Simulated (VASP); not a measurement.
# S (P4/mmm) in VASP: a series of runs

S is run at these levels: PBE; tasks: single point, relaxation of cell and atoms.

All numbers are computed with VASP 6.6.1; they aren't measurements. Logs are shortened: lines on timing, memory, paths and dates and some standing lists are left out, and cuts for length are marked.

## (1) The cell of the first run

Symmetry: P4/mmm, No. 123, tetragonal system. The conventional cell has a = 3.155 Å, b = 3.155 Å, c = 3.233 Å, α = 90.00°, β = 90.00°, γ = 90.00°. Within 4.2 Å of S (site symmetry 4/mmm) lie 6 S at 3.16 to 3.23 Å.

## (2) Single point, PBE

The input, INCAR:

```
ALGO     = Normal         # electronic algorithm
EDIFF    = 1E-6           # SCF threshold, eV
ENCUT    = 520            # plane-wave cutoff, eV
GGA      = PE             # functional
ISIF     = 2              # what is computed and relaxed
ISMEAR   = 0              # smearing method
LASPH    = True           # aspherical terms in the spheres
LCHARG   = False          # write CHGCAR
LREAL    = False          # projectors in reciprocal space
LWAVE    = False          # write WAVECAR
NBANDS   = 9              # bands
NELM     = 80             # most SCF steps
PREC     = Accurate       # precision mode
SIGMA    = 0.1            # smearing width, eV
```

The input, KPOINTS:

```
k-points
0
Gamma
  6 6 6
```

The input, POSCAR:

```
S
1.0
    3.1552381111      0.0000000000      0.0000000000
    0.0000000000      3.1552381111      0.0000000000
    0.0000000000      0.0000000000      3.2328434429
S
1
Direct
    0.0000000000      0.0000000000      0.0000000000
```

Potentials or basis: VASP PAW PBE potentials, release 64 (S).

Command:

```
$ cat potpaw_PBE.64/S/POTCAR > POTCAR
$ mpirun -np 1 vasp_std > vasp.out
```

OUTCAR:

```text
EDIFF = 1E-6
   ENCUT = 520
   GGA = PE
   ISIF = 2
   ISMEAR = 0
   LASPH = True
   LREAL = False
   NELM = 80
   PREC = Accurate

 ion  position               nearest neighbor table
   1  0.000  0.000  0.000-

  LATTYP: Found a simple tetragonal cell.
 ALAT       =     3.1552381111
 C/A-ratio  =     1.0245957132

  Lattice vectors:

 A1 = (   3.1552381111,   0.0000000000,   0.0000000000)
 A2 = (   0.0000000000,   3.1552381111,   0.0000000000)
 A3 = (   0.0000000000,   0.0000000000,   3.2328434429)

Analysis of symmetry for initial positions (statically):
=====================================================================
 Subroutine PRICEL returns:
 Original cell was already a primitive cell.

 Routine SETGRP: Setting up the symmetry group for a
 simple tetragonal supercell.

 Subroutine GETGRP returns: Found 16 space group operations
 (whereof 16 operations were pure point group operations)
 out of a pool of 16 trial point group operations.

The static configuration has the point symmetry D_4h.

Analysis of symmetry for dynamics (positions and initial velocities):
=====================================================================
 Subroutine PRICEL returns:
 Original cell was already a primitive cell.

 Routine SETGRP: Setting up the symmetry group for a
 simple tetragonal supercell.

 Subroutine GETGRP returns: Found 16 space group operations
 (whereof 16 operations were pure point group operations)
 out of a pool of 16 trial point group operations.

The dynamic configuration has the point symmetry D_4h.

 Subroutine INISYM returns: Found 16 space group operations
 (whereof 16 operations are pure point group operations),
 and found     1 'primitive' translations

----------------------------------------------------------------------------------------

                                     Primitive cell

  volume of cell :      32.1847

  direct lattice vectors                    reciprocal lattice vectors
     3.155238111  0.000000000  0.000000000     0.316933291  0.000000000  0.000000000
     0.000000000  3.155238111  0.000000000     0.000000000  0.316933291  0.000000000
     0.000000000  0.000000000  3.232843443     0.000000000  0.000000000  0.309325217

  length of vectors
     3.155238111  3.155238111  3.232843443     0.316933291  0.316933291  0.309325217

  position of ions in fractional coordinates (direct lattice)
     0.000000000  0.000000000  0.000000000

  ion indices of the primitive-cell ions
   primitive index   ion index
                 1           1

----------------------------------------------------------------------------------------

 KPOINTS: k-points

Automatic generation of k-mesh.
 Grid dimensions read from file:
 generate k-points for:    6    6    6

 Generating k-lattice:

  Cartesian coordinates                     Fractional coordinates (reciprocal lattice)
     0.052822215  0.000000000  0.000000000     0.166666667  0.000000000  0.000000000
     0.000000000  0.052822215  0.000000000     0.000000000  0.166666667  0.000000000
     0.000000000  0.000000000  0.051554203     0.000000000  0.000000000  0.166666667

  Length of vectors
     0.052822215  0.052822215  0.051554203

  Shift w.r.t. Gamma in fractional coordinates (k-lattice)
     0.000000000  0.000000000  0.000000000

 Subroutine IBZKPT returns following result:
 ===========================================

 Found     40 irreducible k-points:

 Following reciprocal coordinates:
            Coordinates               Weight
  0.000000  0.000000  0.000000      1.000000
  0.166667  0.000000  0.000000      4.000000
  0.333333  0.000000  0.000000      4.000000
  0.500000  0.000000  0.000000      2.000000
  0.166667  0.166667  0.000000      4.000000
  0.333333  0.166667  0.000000      8.000000
[... 16 lines left out ...]
  0.333333  0.000000  0.333333      8.000000
  0.500000  0.000000  0.333333      4.000000
 [... further k-points ...]
   k-points           NKPTS =     40   k-points in BZ     NKDIM =     40   number of bands    NBANDS=      9
   number of dos      NEDOS =    301   number of ions     NIONS =      1
   total plane-waves  NPLWV =  13824
   dimension x,y,z NGX =    24 NGY =   24 NGZ =   24
   dimension x,y,z NGXF=    48 NGYF=   48 NGZF=   48
   ions per type =               1
   NGX,Y,Z   is equivalent  to a cutoff of  12.65, 12.65, 12.34 a.u.
   NGXF,Y,Z  is equivalent  to a cutoff of  25.29, 25.29, 24.68 a.u.
 SYSTEM =  unknown system
   PREC   = accura    normal or accurate (medium, high low for compatibility)
   ISTART =      0    job   : 0-new  1-cont  2-samecut
   ICHARG =      2    charge: 1-file 2-atom 10-const
   ISPIN  =      1    spin polarized calculation?
   LNONCOLLINEAR =      F non collinear calculations
   LSORBIT =      F    spin-orbit coupling
   LASPH  =      T    aspherical Exc in radial PAW
   ENCUT  =  520.0 eV  38.22 Ry    6.18 a.u.   5.87  5.87  6.01*2*pi/ulx,y,z
   NELM   =     80;   NELMIN=  2; NELMDL= -5     # of ELM steps
   EDIFF  = 0.1E-05   stopping-criterion for ELM
   LREAL  =      F    real-space projection
   EDIFFG = 0.1E-04   stopping-criterion for IOM
   NSW    =      0    number of steps for IOM
   IBRION =     -1    ionic relax: 0-MD 1-quasi-New 2-CG
   NFREE  =      0    steps in history (QN), initial steepest desc. (CG)
   ISIF   =      2    stress and relaxation
   ISYM   =      2    0-nonsym 1-usesym 2-fastsym
   POTIM  = 0.5000    time-step for ionic-motion
   TEBEG  =    0.0;   TEEND  =   0.0 temperature during run
   PSTRESS=    0.0 pullay stress
   NELECT =       6.0000    total number of electrons
   NUPDOWN=      -1.0000    fix difference up-down
   EMIN   =  10.00;   EMAX   =-10.00  energy-range for DOS
   EFERMI =   0.00;   METHOD = LEGACY
   ISMEAR =     0;   SIGMA  =   0.10  broadening in eV -4-tet -1-fermi 0-gaus
   EFERMI_NEDOS =   21; number of points for ismear=-14 and -15
   IALGO  =     38    algorithm
   IMIX   =      4    mixing-type and parameters
     AMIX     =   0.40;   BMIX     =  1.00
     AMIX_MAG =   1.60;   BMIX_MAG =  1.00
  volume/ion in A,a.u.               =      32.18       217.19
  Fermi-wavevector in a.u.,A,eV,Ry     =   0.935210  1.767290 11.899885  0.874617
  Thomas-Fermi vector in A             =   2.062094
   LORBIT       =      0    0 simple, 1 ext, 2 COOP (PROOUT), +10 PAW based schemes
   GGA     = PE    functional components
   LHFCALC =     F    Hartree Fock is set to
   AEXX    =    0.0000 exact exchange contribution
   IVDW    =     0    specifies the selected vdW correction
   LEPSILON=     F    determine dielectric tensor
   LRPA    =     F    only Hartree local field effects (RPA)
 non-spin polarized calculation
 Gauss-broadening in eV      SIGMA  =   0.10
  energy-cutoff  :      520.00
  volume of cell :       32.18
 maximum number of plane-waves:       884
 NGX is ok and might be reduce to    24
   NGX = 11   NGY = 11   NGZ = 13

 number of electron       6.0000002 magnetization

 Free energy of the ion-electron system (eV)
  ---------------------------------------------------
  ext. energy  EPLUGINS =         0.00000000
  ---------------------------------------------------
  free energy    TOTEN  =        -2.33164879 eV

  energy without entropy =       -2.31867101  energy(sigma->0) =       -2.32515990

 E-fermi :  -0.0200     XC(G=0):  -7.8138

 val. band max:       -0.0252118700   @ k =   0.5000   0.0000   0.1667
 cond. band min:      -0.0088492075   @ k =   0.1667   0.0000   0.5000
 fundamental gap:      0.0163626625
 Fermi energy:        -0.0200114324

 k-point     1 :       0.0000    0.0000    0.0000
  band No.  band energies     occupation
      1     -12.4831      2.00000
      2       0.4545      0.00000
      3       0.7173      0.00000
      4       0.7173      0.00000
      5       7.0527      0.00000
      6       8.9669      0.00000
      7       9.0465      0.00000
      8      17.3524      0.00000
      9      17.3571      0.00000

 k-point     2 :       0.1667    0.0000    0.0000
  band No.  band energies     occupation
      1     -12.2905      2.00000
      2      -0.6180      2.00000
      3       0.5776      0.00000
      4       0.8355      0.00000
      5       7.7032      0.00000
      6       9.2528      0.00000
      7      10.5081      0.00000
      8      15.4927      0.00000
      9      15.8684      0.00000

 k-point     3 :       0.3333    0.0000    0.0000
  band No.  band energies     occupation
      1     -11.8495      2.00000
      2      -2.5739      2.00000
      3       0.8431      0.00000
      4       1.0899      0.00000
      5       8.8501      0.00000
      6       9.8913      0.00000
      7      12.1838      0.00000
      8      13.4486      0.00000
      9      13.8745      0.00000

 k-point     4 :       0.5000    0.0000    0.0000
  band No.  band energies     occupation
      1     -11.5907      2.00000
      2      -3.4114      2.00000
      3       0.9874      0.00000
      4       1.2275      0.00000
      5       9.9067      0.00000
      6      10.3183      0.00000
      7      11.4411      0.00000
      8      12.6691      0.00000
      9      13.1113      0.00000
[... 205 lines left out ...]
 k-point    22 :       0.1667    0.0000    0.3333
  band No.  band energies     occupation
      1     -11.7575      2.00000
      2      -2.3288      2.00000
      3      -0.1734      1.96993
      4       1.1432      0.00000
      5       9.2252      0.00000
      6      10.3153      0.00000
      7      11.8498      0.00000
      8      13.8674      0.00000
      9      14.1258      0.00000

 k-point    23 :       0.3333    0.0000    0.3333
  band No.  band energies     occupation
      1     -11.3363      2.00000
      2      -2.0438      2.00000
      3      -1.8518      2.00000
      4       1.3774      0.00000
      5       7.7877      0.00000
      6      10.6237      0.00000
      7      14.2901      0.00000
      8      14.4214      0.00000
      9      14.5952      0.00000

 k-point    24 :       0.5000    0.0000    0.3333
  band No.  band energies     occupation
      1     -11.0912      2.00000
      2      -2.8168      2.00000
      3      -1.6144      2.00000
      4       1.5032      0.00000
      5       6.9378      0.00000
      6      11.1373      0.00000
      7      13.8229      0.00000
      8      14.6162      0.00000
      9      14.9889      0.00000

 [... further k-points ...]
[... 5 lines left out ...]
  --------------------------------------------------------------------------------------
  -------------------------------------------------------------------------------------
  Total       -2.5061180     -2.5061180     -2.1279043      0.0000000      0.0000000      0.0000000
  in kB     -124.7564902   -124.7564902   -105.9287221      0.0000000      0.0000000      0.0000000
  external PRESSURE =    -118.4805675 kB  Pullay stress =       0.0000000 kB

 VOLUME and BASIS-vectors are now :
 -----------------------------------------------------------------------------
  energy-cutoff  :      520.00
  volume of cell :       32.18
      direct lattice vectors                 reciprocal lattice vectors
     3.155238111  0.000000000  0.000000000     0.316933291  0.000000000  0.000000000
     0.000000000  3.155238111  0.000000000     0.000000000  0.316933291  0.000000000
     0.000000000  0.000000000  3.232843443     0.000000000  0.000000000  0.309325217

 POSITION                                       TOTAL-FORCE (eV/Angst)
 -----------------------------------------------------------------------------------
      0.00000      0.00000      0.00000         0.000000      0.000000      0.000000
 -----------------------------------------------------------------------------------
    total drift:                               -0.000000      0.000000      0.000000

  FREE ENERGIE OF THE ION-ELECTRON SYSTEM (eV)
  ---------------------------------------------------
  free  energy   TOTEN  =        -2.3316487922 eV

  energy  without entropy=       -2.3186710132  energy(sigma->0) =       -2.32515990
```

Run time: 2.5 s. Hardware: 1 thread of Intel Xeon 6975P-C (Granite Rapids), shared host; peak memory 0.13 GiB.

What came out:

```yaml
Free_energy: -2.3316 eV
Pressure: -11.8 GPa
Band_gap_on_the_k_mesh: zero (band 3 reaches 1.15 eV, above the bottom of band 4 at -1.50 eV)
```

## (3) Relaxation of cell and atoms, PBE

The input, INCAR:

```
PREC = Accurate ; ENCUT = 600
EDIFF = 1E-6 ; ISMEAR = 0
SIGMA = 0.1 ; LREAL = False
LASPH = True ; NELM = 80
ALGO = Normal ; ISIF = 3
LWAVE = False ; LCHARG = False
GGA = PE ; IBRION = 2
NSW = 90 ; EDIFFG = -0.04
```

The input, KPOINTS:

```
regular mesh
0
Gamma
  6 6 6
```

POSCAR is that of step 2.

Potentials or basis: VASP PAW PBE potentials, release 64 (S).

Command:

```
$ cat potpaw_PBE.64/S/POTCAR > POTCAR
$ mpirun -np 1 vasp_std > vasp.out
```

Wall time 76 s (1 thread of Intel Xeon 6975P-C (Granite Rapids), shared host); peak memory 0.16 GiB.

Results (log left out):

```
Free energy                            : -3.5861 eV
Relaxed volume                         : 25.15 Å³/atom
Relaxed cell                           : a = 2.361 Å, b = 2.361 Å, c = 4.513 Å, α = 90.00°, β = 90.00°, γ = 90.00°
Space group after relaxing (to 0.05 Å) : P4/mmm (No. 123)
Energy gained by relaxing              : 1254.5 meV/atom
Ionic steps                            : 29
Pressure after relaxing                : -0.1 GPa
Band gap on the k mesh                 : zero (band 3 reaches 7.23 eV, above the bottom of band 4 at 1.73 eV)
```

Stress tensor (GPa, compression positive):
```
-0.21  0.00  0.00
 0.00 -0.21  0.00
 0.00  0.00  0.08
```

The path:
```tsv
step	energy change (eV)	largest force (eV/Å)	pressure (GPa)	volume (Å³)
1	0.0000	0.0000	-11.83	32.18
2	-0.7908	0.0000	-12.19	22.34
3	5.4617	0.0000	434.08	6.53
4	-0.9271	0.0000	-10.15	20.44
5	-1.0152	0.0000	10.16	15.38
6	-1.0575	0.0000	-1.94	17.40
7	-1.0604	0.0000	-0.15	17.01
8	-1.0599	0.0000	1.05	16.77
9	-1.0653	0.0000	-0.28	17.07
10	-1.0700	0.0000	-2.02	17.57
11	-1.0727	0.0000	-2.10	17.59
12	-1.0898	0.0000	-2.39	17.66
13	-1.1311	0.0000	-1.93	17.78
14	-1.1840	0.0000	1.70	17.94
15	-1.0860	0.0000	16.94	17.92
16	-1.1948	0.0000	4.84	17.98
17	-1.1962	0.0000	5.07	18.06
18	-1.1962	0.0000	5.68	18.25
19	-1.1967	0.0000	5.38	18.16
20	-1.1994	0.0000	5.00	18.26
21	-1.2061	0.0000	3.93	18.56
22	-1.2155	0.0000	2.04	19.16
23	-1.2224	0.0000	-0.99	20.40
24	-1.2248	0.0000	-0.95	20.59
25	-1.2316	0.0000	-0.80	21.14
26	-1.2443	0.0000	-0.39	22.22
27	-1.2534	0.0000	0.75	24.33
28	-1.2542	0.0000	-0.51	25.56
29	-1.2545	0.0000	-0.11	25.15
```

Final structure:
```
CELL_PARAMETERS angstrom
2.36085 0.00000 0.00000
0.00000 2.36085 0.00000
0.00000 0.00000 4.51265
ATOMIC_POSITIONS crystal
S 0.00000 0.00000 0.00000
```

Levels at points of the mesh, in eV from the Fermi level:
| k point | band 1 | band 2 | band 3 | band 4 | band 5 | band 6 | band 7 |
| --- | --- | --- | --- | --- | --- | --- | --- |
| (0.00, 0.00, 0.00) | -16.83 | -4.71 | 3.40 | 4.48 | 4.48 | 8.69 | 13.50 |
| (0.50, 0.00, 0.00) | -12.63 | -8.20 | -1.42 | 6.12 | 6.73 | 9.06 | 10.71 |
| (0.50, 0.50, 0.00) | -8.00 | -5.19 | -5.19 | 1.44 | 3.44 | 10.01 | 10.01 |
| (0.00, 0.00, 0.50) | -16.79 | -5.32 | 4.49 | 4.49 | 7.72 | 8.68 | 8.71 |
| (0.50, 0.00, 0.50) | -12.60 | -8.16 | -1.78 | 4.91 | 6.74 | 12.36 | 13.47 |
| (0.50, 0.50, 0.50) | -7.97 | -5.17 | -5.17 | 1.23 | 3.52 | 9.27 | 9.27 |

Caveat: the volume moved by over 15 % at a fixed basis, so the end points are rough.
